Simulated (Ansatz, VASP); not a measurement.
Bi2Se3 in VASP and in Ansatz

The input INCAR:

```
SYSTEM = Bi2Se3
PREC     = Accurate       ! precision mode
ENCUT    = 520            ! plane-wave cutoff, eV
EDIFF    = 1E-8           ! SCF threshold, eV
ISMEAR   = -1             ! smearing method
SIGMA    = 0.03           ! smearing width, eV
LREAL    = .False.        ! projectors in reciprocal space
LASPH    = .True.         ! aspherical terms in the spheres
NELM     = 80             ! most SCF steps
ALGO     = Normal         ! electronic algorithm
ISIF     = 2              ! what is computed and relaxed
LWAVE    = .False.        ! write WAVECAR
LCHARG   = .False.        ! write CHGCAR
GGA      = PS             ! functional
LEFG     = .True.       
NBANDS   = 32             ! bands
```

File KPOINTS:

```
Automatic mesh
0
Gamma
  6 6 6
  0 0 0
```

Contents of POSCAR:

```
Bi2Se3
1.0
    2.0507843038      1.1840208698      9.5453300000
   -2.0507843038      1.1840208698      9.5453300000
    0.0000000000     -2.3680417398      9.5453300000
Bi Se
2 3
Direct
    0.4008000000      0.4008000000      0.4008000000
    0.5992000000      0.5992000000      0.5992000000
    0.0000000000      0.0000000000      0.0000000000
    0.2117000000      0.2117000000      0.2117000000
    0.7883000000      0.7883000000      0.7883000000
```

Input for Ansatz:

```yaml
crystal:
  lattice:
    - [2.0507843038, 1.1840208698, 9.54533]
    - [-2.0507843038, 1.1840208698, 9.54533]
    - [0.0, -2.3680417398, 9.54533]
  atoms:
    - { symbol: Bi, position: [0.4008, 0.4008, 0.4008] }
    - { symbol: Bi, position: [0.5992, 0.5992, 0.5992] }
    - { symbol: Se, position: [0.0, 0.0, 0.0] }
    - { symbol: Se, position: [0.2117, 0.2117, 0.2117] }
    - { symbol: Se, position: [0.7883, 0.7883, 0.7883] }
kpoints:
  mp_grid: { grid: [6, 6, 6] }
scf:
  occupations: { method: fermi_dirac, width: 0.03 }
hamiltonian:
  xc: pbesol
  pseudopotentials: { kind: all_electron, datasets: crystal }
output:
  forces: true
  stress: true
  eigenvalues: true
  efg: { contact_densities: true }
```

Change from the starting cell: equal xx and yy strain of -1 %, crystal datasets.

Alike in both runs: task electric field gradients; functional PBEsol; k mesh 6 × 6 × 6; occupations fermi-dirac, width 0.03 eV; no spin polarisation.

|  | VASP | Ansatz |
| --- | --- | --- |
| version | VASP 6.6.1 | Ansatz 0.2.0 |
| potentials or method | VASP PAW PBE potentials, release 64 (Bi_d, Se), cutoff 520 eV | all-electron PAW with datasets made for the crystal, scalar-relativistic |

VASP gave:

* pressure (GPa): 1.0
* traceless stress, the component that is largest in VASP (GPa): -0.26
* rms of the force components (eV/Å): 0.130
* size of Vzz on the site where it differs most (V/Å²): 6.4

**Question.** Estimate Ansatz's values.

**Answer.** Pressure (GPa): 1.0; traceless stress, the component that is largest in VASP (GPa): -0.26; rms of the force components (eV/Å): 0.122; size of Vzz on the site where it differs most (V/Å²): 1.8.

VASP's potentials were made for PBE, not for PBEsol. Atom by atom the forces differ by 0.008 eV/Å (rms over components). Ansatz ran all-electron here, and VASP with PAW potentials.

Neither program's run includes spin-orbit coupling.
